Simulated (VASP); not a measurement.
# B4N3 (C2) in VASP: a series of runs

Runs on B4N3. Level: PBE. Tasks: single point.

All numbers are computed with VASP 6.6.1; they aren't measurements. Logs are shortened: lines on timing, memory, paths and dates and some standing lists are left out, and cuts for length are marked.

## (1) The cell of the first run

It takes space group C2 (No. 5, monoclinic). Conventional cell: a = 4.932 Å, b = 8.408 Å, c = 3.331 Å, α = 90.00°, β = 120.37°, γ = 90.00°. B (site symmetry 1) has 2 N at 1.45 to 1.49 Å within 1.9 Å. B (site symmetry 2) has 2 N at 1.43 Å within 1.9 Å. Within 1.9 Å of B (site symmetry 2) lie 3 N at 1.42 Å. N (site symmetry 2) has 3 B at 1.42 to 1.45 Å within 1.9 Å. Within 1.9 Å of N (site symmetry 1) lie 3 B at 1.42 to 1.49 Å.

## (2) Single point, PBE

File INCAR:

```
ALGO = Normal ; EDIFF = 1E-7
ENCUT = 520 ; GGA = PE
ISIF = 2 ; ISMEAR = 0
LASPH = True ; LCHARG = False
LREAL = False ; LWAVE = False
NBANDS = 22 ; NELM = 80
PREC = Accurate ; SIGMA = 0.1
```

File KPOINTS:

```
k-points
0
Gamma
  8 8 10
```

File POSCAR:

```
B4N3
1.0
    2.4657717865     -4.2038474149     -0.0196265878
    2.4657717865      4.2038474149     -0.0196265878
   -1.6613446355      0.0000000000      2.8872177108
B N
4 3
Direct
    0.0551071088      0.5482945265      0.6774032015
    0.4517054735      0.9448928912      0.3225967985
    0.4957786321      0.5042213679      0.5000000000
    0.0006737859      0.9993262141      0.5000000000
    0.8320780861      0.1679219139      0.5000000000
    0.8448446640      0.6802446529      0.5424269759
    0.3197553471      0.1551553360      0.4575730241
```

Potentials or basis: VASP PAW PBE potentials, release 64 (B, N).

Command:

```sh
$ cat potpaw_PBE.64/B/POTCAR potpaw_PBE.64/N/POTCAR > POTCAR
$ mpirun -np 1 vasp_std > vasp.out
```

OUTCAR:

```text
EDIFF = 1E-7
   ENCUT = 520
   GGA = PE
   ISIF = 2
   ISMEAR = 0
   LASPH = True
   LREAL = False
   NELM = 80
   PREC = Accurate

 ion  position               nearest neighbor table
   1  0.055  0.548  0.677-   5 1.45   6 1.49   2 2.05
   2  0.452  0.945  0.323-   5 1.45   7 1.49   1 2.05
   3  0.496  0.504  0.500-   6 1.43   7 1.43
   4  0.001  0.999  0.500-   5 1.42   6 1.42   7 1.42
   5  0.832  0.168  0.500-   4 1.42   2 1.45   1 1.45
   6  0.845  0.680  0.542-   4 1.42   3 1.43   1 1.49
   7  0.320  0.155  0.458-   4 1.42   3 1.43   2 1.49

  LATTYP: Found a base centered monoclinic cell.
 ALAT       =     4.9316997906
 B/A-ratio  =     1.7048269738
 C/A-ratio  =     0.6754425173
 COS(beta)  =    -0.5056235688

  Lattice vectors:

 A1 = (   2.4657717865,  -4.2038474149,  -0.0196265878)
 A2 = (   2.4657717865,   4.2038474149,  -0.0196265878)
 A3 = (  -1.6613446355,   0.0000000000,   2.8872177108)

Analysis of symmetry for initial positions (statically):
=====================================================================
 Subroutine PRICEL returns:
 Original cell was already a primitive cell.

 Routine SETGRP: Setting up the symmetry group for a
 base centered monoclinic supercell.

 Subroutine GETGRP returns: Found  2 space group operations
 (whereof  2 operations were pure point group operations)
 out of a pool of  4 trial point group operations.

The static configuration has the point symmetry C_2 .

Analysis of symmetry for dynamics (positions and initial velocities):
=====================================================================
 Subroutine PRICEL returns:
 Original cell was already a primitive cell.

 Routine SETGRP: Setting up the symmetry group for a
 base centered monoclinic supercell.

 Subroutine GETGRP returns: Found  2 space group operations
 (whereof  2 operations were pure point group operations)
 out of a pool of  4 trial point group operations.

The dynamic configuration has the point symmetry C_2 .

 Subroutine INISYM returns: Found  2 space group operations
 (whereof  2 operations are pure point group operations),
 and found     1 'primitive' translations

----------------------------------------------------------------------------------------

                                     Primitive cell

  volume of cell :      59.5821

  direct lattice vectors                    reciprocal lattice vectors
     2.465771786 -4.203847415 -0.019626588     0.203709270 -0.118938665  0.117217106
     2.465771786  4.203847415 -0.019626588     0.203709270  0.118938665  0.117217106
    -1.661344636  0.000000000  2.887217711     0.002769530  0.000000000  0.347947832

  length of vectors
     4.873679185  4.873679185  3.331079721     0.263407902  0.263407902  0.347958854

  position of ions in fractional coordinates (direct lattice)
     0.055107109  0.548294527  0.677403201
     0.451705473  0.944892891  0.322596799
     0.495778632  0.504221368  0.500000000
     0.000673786  0.999326214  0.500000000
     0.832078086  0.167921914  0.500000000
     0.844844664  0.680244653  0.542426976
     0.319755347  0.155155336  0.457573024

  ion indices of the primitive-cell ions
   primitive index   ion index
                 1           1
                 2           2
                 3           3
                 4           4
                 5           5
                 6           6
                 7           7

----------------------------------------------------------------------------------------

 KPOINTS: k-points

Automatic generation of k-mesh.
 Grid dimensions read from file:
 generate k-points for:    8    8   10

 Generating k-lattice:

  Cartesian coordinates                     Fractional coordinates (reciprocal lattice)
     0.025463659 -0.014867333  0.014652138     0.125000000  0.000000000 -0.000000000
     0.025463659  0.014867333  0.014652138     0.000000000  0.125000000 -0.000000000
     0.000276953  0.000000000  0.034794783     0.000000000  0.000000000  0.100000000

  Length of vectors
     0.032925988  0.032925988  0.034795885

  Shift w.r.t. Gamma in fractional coordinates (k-lattice)
     0.000000000  0.000000000  0.000000000

 Subroutine IBZKPT returns following result:
 ===========================================

 Found    186 irreducible k-points:

 Following reciprocal coordinates:
            Coordinates               Weight
  0.000000  0.000000  0.000000      1.000000
  0.125000  0.000000  0.000000      4.000000
  0.250000  0.000000  0.000000      4.000000
  0.375000  0.000000  0.000000      4.000000
  0.500000  0.000000  0.000000      2.000000
  0.125000  0.125000  0.000000      2.000000
[... 16 lines left out ...]
  0.125000  0.000000  0.100000      4.000000
  0.250000  0.000000  0.100000      4.000000
 [... further k-points ...]
   k-points           NKPTS =    186   k-points in BZ     NKDIM =    186   number of bands    NBANDS=     22
   number of dos      NEDOS =    301   number of ions     NIONS =      7
   total plane-waves  NPLWV =  36288
   dimension x,y,z NGX =    36 NGY =   36 NGZ =   28
   dimension x,y,z NGXF=    72 NGYF=   72 NGZF=   56
   ions per type =               4   3
   NGX,Y,Z   is equivalent  to a cutoff of  12.28, 12.28, 13.97 a.u.
   NGXF,Y,Z  is equivalent  to a cutoff of  24.56, 24.56, 27.95 a.u.
 SYSTEM =  unknown system
   PREC   = accura    normal or accurate (medium, high low for compatibility)
   ISTART =      0    job   : 0-new  1-cont  2-samecut
   ICHARG =      2    charge: 1-file 2-atom 10-const
   ISPIN  =      1    spin polarized calculation?
   LNONCOLLINEAR =      F non collinear calculations
   LSORBIT =      F    spin-orbit coupling
   LASPH  =      T    aspherical Exc in radial PAW
   ENCUT  =  520.0 eV  38.22 Ry    6.18 a.u.   9.06  9.06  6.19*2*pi/ulx,y,z
   NELM   =     80;   NELMIN=  2; NELMDL= -5     # of ELM steps
   EDIFF  = 0.1E-06   stopping-criterion for ELM
   LREAL  =      F    real-space projection
   EDIFFG = 0.1E-05   stopping-criterion for IOM
   NSW    =      0    number of steps for IOM
   IBRION =     -1    ionic relax: 0-MD 1-quasi-New 2-CG
   NFREE  =      0    steps in history (QN), initial steepest desc. (CG)
   ISIF   =      2    stress and relaxation
   ISYM   =      2    0-nonsym 1-usesym 2-fastsym
   POTIM  = 0.5000    time-step for ionic-motion
   TEBEG  =    0.0;   TEEND  =   0.0 temperature during run
   PSTRESS=    0.0 pullay stress
   NELECT =      27.0000    total number of electrons
   NUPDOWN=      -1.0000    fix difference up-down
   EMIN   =  10.00;   EMAX   =-10.00  energy-range for DOS
   EFERMI =   0.00;   METHOD = LEGACY
   ISMEAR =     0;   SIGMA  =   0.10  broadening in eV -4-tet -1-fermi 0-gaus
   EFERMI_NEDOS =   21; number of points for ismear=-14 and -15
   IALGO  =     38    algorithm
   IMIX   =      4    mixing-type and parameters
     AMIX     =   0.40;   BMIX     =  1.00
     AMIX_MAG =   1.60;   BMIX_MAG =  1.00
  volume/ion in A,a.u.               =       8.51        57.44
  Fermi-wavevector in a.u.,A,eV,Ry     =   1.257450  2.376237 21.513280  1.581181
  Thomas-Fermi vector in A             =   2.391109
   LORBIT       =      0    0 simple, 1 ext, 2 COOP (PROOUT), +10 PAW based schemes
   GGA     = PE    functional components
   LHFCALC =     F    Hartree Fock is set to
   AEXX    =    0.0000 exact exchange contribution
   IVDW    =     0    specifies the selected vdW correction
   LEPSILON=     F    determine dielectric tensor
   LRPA    =     F    only Hartree local field effects (RPA)
 non-spin polarized calculation
 Gauss-broadening in eV      SIGMA  =   0.10
  energy-cutoff  :      520.00
  volume of cell :       59.58
 maximum number of plane-waves:      1630
   NGX = 19   NGY = 19   NGZ = 13

 number of electron      27.0000001 magnetization

 Free energy of the ion-electron system (eV)
  ---------------------------------------------------
  ext. energy  EPLUGINS =         0.00000000
  ---------------------------------------------------
  free energy    TOTEN  =       -55.01195623 eV

  energy without entropy =      -55.00833566  energy(sigma->0) =      -55.01014594

 E-fermi :   4.6153     XC(G=0): -10.7513

 val. band max:        4.6136419835   @ k =  -0.1250   0.3750   0.2000
 cond. band min:       4.6163176353   @ k =  -0.2500   0.2500   0.2000
 fundamental gap:      0.0026756518
 Fermi energy:         4.6152558238

 k-point     1 :       0.0000    0.0000    0.0000
  band No.  band energies     occupation
      1     -14.8131      2.00000
      2     -11.6113      2.00000
      3     -11.5969      2.00000
      4      -6.0447      2.00000
      5      -5.1709      2.00000
      6      -4.8340      2.00000
[... 14 lines left out ...]
     21      13.9835      0.00000
     22      14.1494      0.00000

 k-point     2 :       0.1250    0.0000    0.0000
  band No.  band energies     occupation
      1     -14.7315      2.00000
      2     -11.7854      2.00000
      3     -11.6303      2.00000
      4      -5.8725      2.00000
      5      -5.1201      2.00000
      6      -4.8238      2.00000
[... 14 lines left out ...]
     21      14.0460      0.00000
     22      14.1554      0.00000

 k-point     3 :       0.2500    0.0000    0.0000
  band No.  band energies     occupation
      1     -14.4944      2.00000
      2     -12.2477      2.00000
      3     -11.6831      2.00000
      4      -5.7569      2.00000
      5      -4.8546      2.00000
      6      -4.4606      2.00000
[... 14 lines left out ...]
     21      13.9833      0.00000
     22      14.4099      0.00000
[... 476 lines left out ...]
 k-point    23 :       0.1250    0.0000    0.1000
  band No.  band energies     occupation
      1     -14.6153      2.00000
      2     -11.9000      2.00000
      3     -11.6166      2.00000
      4      -5.8577      2.00000
      5      -5.2312      2.00000
      6      -4.8118      2.00000
[... 14 lines left out ...]
     21      13.9695      0.00000
     22      14.5379      0.00000

 k-point    24 :       0.2500    0.0000    0.1000
  band No.  band energies     occupation
      1     -14.3394      2.00000
      2     -12.3928      2.00000
      3     -11.6763      2.00000
      4      -5.8113      2.00000
      5      -4.9286      2.00000
      6      -4.3856      2.00000
[... 14 lines left out ...]
     21      13.8129      0.00000
     22      14.7119      0.00000

 [... further k-points ...]
[... 5 lines left out ...]
  --------------------------------------------------------------------------------------
  -------------------------------------------------------------------------------------
  Total        0.0702351      0.0778829     -0.0457907      0.0000000      0.0000000      0.0106948
  in kB        1.8886401      2.0942909     -1.2313233      0.0000000      0.0000000      0.2875867
  external PRESSURE =       0.9172026 kB  Pullay stress =       0.0000000 kB

 VOLUME and BASIS-vectors are now :
 -----------------------------------------------------------------------------
  energy-cutoff  :      520.00
  volume of cell :       59.58
      direct lattice vectors                 reciprocal lattice vectors
     2.465771786 -4.203847415 -0.019626588     0.203709270 -0.118938665  0.117217106
     2.465771786  4.203847415 -0.019626588     0.203709270  0.118938665  0.117217106
    -1.661344636  0.000000000  2.887217711     0.002769530  0.000000000  0.347947832

 POSITION                                       TOTAL-FORCE (eV/Angst)
 -----------------------------------------------------------------------------------
      0.36245      2.07328      1.94397         0.012316     -0.006409      0.008555
      2.90775      2.07328      0.90400        -0.012316     -0.006409     -0.008555
      1.63510      0.03549      1.42398        -0.000000      0.011501      0.000000
      1.63510      4.19818      1.42398        -0.000000     -0.002266      0.000000
      1.63510     -2.79201      1.42398        -0.000000     -0.008439      0.000000
      2.85936     -0.69195      1.53617         0.007392      0.006011      0.001084
      0.41083     -0.69195      1.31179        -0.007392      0.006011     -0.001084
 -----------------------------------------------------------------------------------
    total drift:                                0.000000     -0.000408     -0.000000

  FREE ENERGIE OF THE ION-ELECTRON SYSTEM (eV)
  ---------------------------------------------------
  free  energy   TOTEN  =       -55.0119562301 eV

  energy  without entropy=      -55.0083356598  energy(sigma->0) =      -55.01014594
```

It took 2.1 min on 1 thread of Intel Xeon 6975P-C (Granite Rapids), shared host; peak memory 0.3 GiB.

Results:

```yaml
Free_energy: -55.0120 eV
Pressure: 0.1 GPa
Largest_force: 0.016 eV/Å
```

Forces in eV/Å, atoms in the order of the input:
```
B    0.012 -0.006  0.009
B   -0.012 -0.006 -0.009
B    0.000  0.012  0.000
B    0.000 -0.002  0.000
N    0.000 -0.008  0.000
N    0.007  0.006  0.001
N   -0.007  0.006 -0.001
```

Levels at points of the mesh, in eV from the Fermi level:
```
           k point  band 10  band 11  band 12  band 13  band 14  band 15  band 16  band 17
(0.00, 0.00, 0.00)    -4.46    -4.16    -2.79    -1.76     1.04     1.40     4.56     5.10
(0.50, 0.00, 0.00)    -4.42    -3.33    -2.95    -1.75     1.02     2.92     3.80     4.98
(0.50, 0.50, 0.00)    -3.92    -3.26    -3.20    -3.14     0.41     2.03     3.82     4.23
(0.00, 0.00, 0.50)    -3.99    -3.61    -2.79    -1.77    -1.19     2.08     3.80     5.02
(0.50, 0.00, 0.50)    -5.12    -4.88    -2.90    -2.54    -0.94     2.25     3.62     5.15
(0.50, 0.50, 0.50)    -5.28    -4.89    -2.58    -1.67    -0.70     2.40     4.23     5.88
```

## (3) Single point, PBE

File INCAR:

```
SYSTEM = B4N3
PREC = Accurate ; ENCUT = 520
EDIFF = 1E-6 ; ISMEAR = 0
SIGMA = 0.1 ; LREAL = .FALSE.
LASPH = .TRUE. ; NELM = 100
ALGO = Normal ; ISIF = 2
LWAVE = .FALSE. ; LCHARG = .FALSE.
GGA = PE ; NBANDS = 22
```

File KPOINTS:

```
Automatic mesh
0
G
  8 8 10
  0 0 0
```

POSCAR is that of step 2.

Potentials or basis: VASP PAW PBE potentials, release 64 (B, N).

Command:

```sh
$ cat potpaw_PBE.64/B/POTCAR potpaw_PBE.64/N/POTCAR > POTCAR
$ mpirun -np 1 vasp_std > vasp.out
```

OUTCAR:

```text
SYSTEM = B4N3
   PREC = Accurate
   ENCUT = 520
   EDIFF = 1E-6
   ISMEAR = 0
   LREAL = .FALSE.
   LASPH = .TRUE.
   NELM = 100
   ISIF = 2
   GGA = PE

 ion  position               nearest neighbor table
   1  0.055  0.548  0.677-   5 1.45   6 1.49   2 2.05
   2  0.452  0.945  0.323-   5 1.45   7 1.49   1 2.05
   3  0.496  0.504  0.500-   6 1.43   7 1.43
   4  0.001  0.999  0.500-   5 1.42   6 1.42   7 1.42
   5  0.832  0.168  0.500-   4 1.42   2 1.45   1 1.45
   6  0.845  0.680  0.542-   4 1.42   3 1.43   1 1.49
   7  0.320  0.155  0.458-   4 1.42   3 1.43   2 1.49

  LATTYP: Found a base centered monoclinic cell.
 ALAT       =     4.9316997906
 B/A-ratio  =     1.7048269738
 C/A-ratio  =     0.6754425173
 COS(beta)  =    -0.5056235688

  Lattice vectors:

 A1 = (   2.4657717865,  -4.2038474149,  -0.0196265878)
 A2 = (   2.4657717865,   4.2038474149,  -0.0196265878)
 A3 = (  -1.6613446355,   0.0000000000,   2.8872177108)

Analysis of symmetry for initial positions (statically):
=====================================================================
 Subroutine PRICEL returns:
[... 180 lines left out ...]

 E-fermi :   4.6152     XC(G=0): -10.7513

 val. band max:        4.6136226480   @ k =  -0.1250   0.3750   0.2000
 cond. band min:       4.6163085775   @ k =  -0.2500   0.2500   0.2000
 fundamental gap:      0.0026859295
 Fermi energy:         4.6152365343

 k-point     1 :       0.0000    0.0000    0.0000
  band No.  band energies     occupation
      1     -14.8131      2.00000
      2     -11.6114      2.00000
      3     -11.5969      2.00000
      4      -6.0448      2.00000
      5      -5.1709      2.00000
      6      -4.8341      2.00000
[... 589 lines left out ...]
     21      13.8129      0.00000
     22      14.7118      0.00000

 [... further k-points ...]
[... 5 lines left out ...]
  --------------------------------------------------------------------------------------
  -------------------------------------------------------------------------------------
  Total        0.0708018      0.0783288     -0.0441648      0.0000000      0.0000000      0.0105846
  in kB        1.9038789      2.1062821     -1.1876034      0.0000000      0.0000000      0.2846220
  external PRESSURE =       0.9408525 kB  Pullay stress =       0.0000000 kB

 VOLUME and BASIS-vectors are now :
 -----------------------------------------------------------------------------
  energy-cutoff  :      520.00
  volume of cell :       59.58
      direct lattice vectors                 reciprocal lattice vectors
     2.465771786 -4.203847415 -0.019626588     0.203709270 -0.118938665  0.117217106
     2.465771786  4.203847415 -0.019626588     0.203709270  0.118938665  0.117217106
    -1.661344636  0.000000000  2.887217711     0.002769530  0.000000000  0.347947832

 POSITION                                       TOTAL-FORCE (eV/Angst)
 -----------------------------------------------------------------------------------
      0.36245      2.07328      1.94397         0.012203     -0.006408      0.008465
      2.90775      2.07328      0.90400        -0.012203     -0.006408     -0.008465
      1.63510      0.03549      1.42398         0.000000      0.011439      0.000000
      1.63510      4.19818      1.42398         0.000000     -0.002266      0.000000
      1.63510     -2.79201      1.42398         0.000000     -0.008209     -0.000000
      2.85936     -0.69195      1.53617         0.007243      0.005926      0.001067
      0.41083     -0.69195      1.31179        -0.007243      0.005926     -0.001067
 -----------------------------------------------------------------------------------
    total drift:                                0.000000     -0.000332     -0.000000

  FREE ENERGIE OF THE ION-ELECTRON SYSTEM (eV)
  ---------------------------------------------------
  free  energy   TOTEN  =       -55.0119562035 eV

  energy  without entropy=      -55.0083355464  energy(sigma->0) =      -55.01014587
```

OSZICAR:

```text
N       E                     dE             d eps       ncg     rms          rms(c)
DAV:   1     0.968469161833E+02    0.96847E+02   -0.13635E+04  8184   0.112E+03
DAV:   2    -0.531142546250E+02   -0.14996E+03   -0.14389E+03 10490   0.259E+02
DAV:   3    -0.604084800820E+02   -0.72942E+01   -0.72460E+01 10518   0.576E+01
DAV:   4    -0.604801430109E+02   -0.71663E-01   -0.71630E-01 10382   0.613E+00
DAV:   5    -0.604809932902E+02   -0.85028E-03   -0.85023E-03 11020   0.644E-01    0.142E+01
DAV:   6    -0.553785505858E+02    0.51024E+01   -0.16644E+01 10062   0.236E+01    0.618E+00
DAV:   7    -0.551153011041E+02    0.26325E+00   -0.87810E-01 10380   0.629E+00    0.399E+00
DAV:   8    -0.550155464494E+02    0.99755E-01   -0.34608E-01 10314   0.338E+00    0.495E-01
DAV:   9    -0.550113220052E+02    0.42244E-02   -0.26128E-02 10086   0.105E+00    0.234E-01
DAV:  10    -0.550118557625E+02   -0.53376E-03   -0.18471E-03 10228   0.286E-01    0.551E-02
DAV:  11    -0.550119381101E+02   -0.82348E-04   -0.15586E-04 10350   0.852E-02    0.217E-02
DAV:  12    -0.550119528296E+02   -0.14719E-04   -0.18456E-05 10706   0.307E-02    0.847E-03
DAV:  13    -0.550119559544E+02   -0.31249E-05   -0.34120E-06 10054   0.134E-02    0.218E-03
DAV:  14    -0.550119562035E+02   -0.24905E-06   -0.33177E-07  6762   0.414E-03
   1 F= -.55011956E+02 E0= -.55010146E+02  d E =-.362066E-02
```

stdout:

```text
POSCAR found type information on POSCAR B N
 POSCAR found :  2 types and       7 ions
 scaLAPACK will be used
 LDA part: xc-table for (Slater+PW92), standard interpolation
 POSCAR, INCAR and KPOINTS ok, starting setup
 FFT: planning ... GRIDC
 FFT: planning ... GRID_SOFT
 FFT: planning ... GRID
 WAVECAR not read
 entering main loop
```

It took 1.7 min on 1 thread of Intel Xeon 6975P-C (Granite Rapids), shared host; peak memory 0.3 GiB.

What came out:

```yaml
Free_energy: -55.0120 eV
Pressure: 0.1 GPa
Largest_force: 0.016 eV/Å
```

Forces on the atoms (eV/Å):
```
B    0.012 -0.006  0.008
B   -0.012 -0.006 -0.008
B    0.000  0.011  0.000
B    0.000 -0.002  0.000
N    0.000 -0.008  0.000
N    0.007  0.006  0.001
N   -0.007  0.006 -0.001
```

Stress tensor (GPa, compression positive):
```
 0.19  0.00  0.03
 0.00  0.21  0.00
 0.03  0.00 -0.12
```
